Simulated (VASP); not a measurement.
Input of a VASP 6.6.1 run:

File INCAR:

```
SYSTEM = Ge
PREC     = Accurate       ! precision mode
ENCUT    = 500            ! plane-wave cutoff, eV
EDIFF    = 1E-6           ! SCF threshold, eV
ISMEAR   = -1             ! smearing method
SIGMA    = 0.05           ! smearing width, eV
LREAL    = .False.        ! projectors in reciprocal space
LASPH    = .True.         ! aspherical terms in the spheres
NELM     = 120            ! most SCF steps
ALGO     = Normal         ! electronic algorithm
ISIF     = 2              ! what is computed and relaxed
LWAVE    = .False.        ! write WAVECAR
LCHARG   = .False.        ! write CHGCAR
GGA      = PS             ! functional
IVDW     = 13             ! dispersion correction
NBANDS   = 96             ! bands
GGA_COMPAT= .False.
```

The input KPOINTS:

```
Automatic mesh
0
Gamma
  5 5 4
  0 0 0
```

Contents of POSCAR:

```
Ge
1.0
    5.8913117621      0.0000000000      0.0000000000
    0.0000000000      5.8913117621      0.0000000000
    0.0000000000      0.0000000000      6.8672863185
Ge
12
Direct
    0.3688700749      0.1733339480      0.7384524163
    0.3266660520      0.8688700749      0.4884524163
    0.6311299251      0.8266660520      0.2384524163
    0.6733339480      0.1311299251     -0.0115475837
    0.8688700749      0.3266660520      0.5115475837
    0.8266660520      0.6311299251      0.7615475837
    0.1311299251      0.6733339480      0.0115475837
    0.1733339480      0.3688700749      0.2615475837
    0.5901450414      0.4098549586      0.2500000000
    0.9098549586      0.9098549586      0.5000000000
    0.4098549586      0.5901450414      0.7500000000
    0.0901450414      0.0901450414      0.0000000000
```

Potentials or basis: VASP PAW PBE potentials, release 64 (Ge_d).

The run is started by

```sh
$ cat potpaw_PBE.64/Ge_d/POTCAR > POTCAR
$ mpirun -np 1 vasp_std > vasp.out
```

Q: Predict the dispersion energy per atom.

A: -0.210 eV.

Q: Estimate the band gap on the k mesh.

A: 0.57 eV (least direct gap 0.74 eV).

Forces on the atoms (eV/Å):
```
Ge  -0.001  0.004  0.000
Ge  -0.004 -0.001  0.000
Ge   0.001 -0.004  0.000
Ge   0.004  0.001  0.000
Ge  -0.001 -0.004  0.000
Ge  -0.004  0.001  0.000
Ge   0.001  0.004  0.000
Ge   0.004 -0.001  0.000
Ge  -0.003  0.003  0.000
Ge   0.003  0.003  0.000
Ge   0.003 -0.003  0.000
Ge  -0.003 -0.003  0.000
```

Caveat: the PAW data sets were made with another functional, which shifts forces and pressure a little; an odd mesh through Γ misses points on the zone boundary, where band edges can lie.
